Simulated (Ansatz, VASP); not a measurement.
**Two plane-wave programs on BeCd**

```
CELL_PARAMETERS angstrom
4.95919 0.00000 0.00000
0.00000 4.95919 0.00000
0.00000 0.00000 4.95919
ATOMIC_POSITIONS crystal
Be 0.14316 0.14316 0.14316
Be 0.35684 0.85684 0.64316
Be 0.64316 0.35684 0.85684
Be 0.85684 0.64316 0.35684
Cd 0.84747 0.84747 0.84747
Cd 0.65253 0.15253 0.34747
Cd 0.34747 0.65253 0.15253
Cd 0.15253 0.34747 0.65253
```

Alike in both runs: functional PBE; k mesh 4 × 4 × 4; occupations gaussian, width 0.1 eV; no spin polarisation.

Ansatz relaxed the structure, and its values are those at the end. VASP's run is a single point on that final structure, the one shown.

```csv
,VASP,Ansatz
version,VASP 6.6.1,Ansatz 0.2.0
potentials or method,"VASP PAW PBE potentials, release 64 (Be, Cd), cutoff 520 eV","scalar-relativistic, plane waves, PAW"
valence electrons in the cell,56,88
```

Ansatz gave:

- gap on the k mesh at the Fermi level (eV): none
- pressure (GPa): -0.2
- rms of the force components (eV/Å): 0.007

Problem. Estimate VASP's values.

Solution. gap on the k mesh at the Fermi level (eV): none; pressure (GPa): 0.2; rms of the force components (eV/Å): 0.006.

A gap of «none» marks a metal or a gap that the smearing closes. VASP's potentials hold 56 valence electrons a cell and Ansatz's 88, so a difference there can come from the potentials and not from the codes.
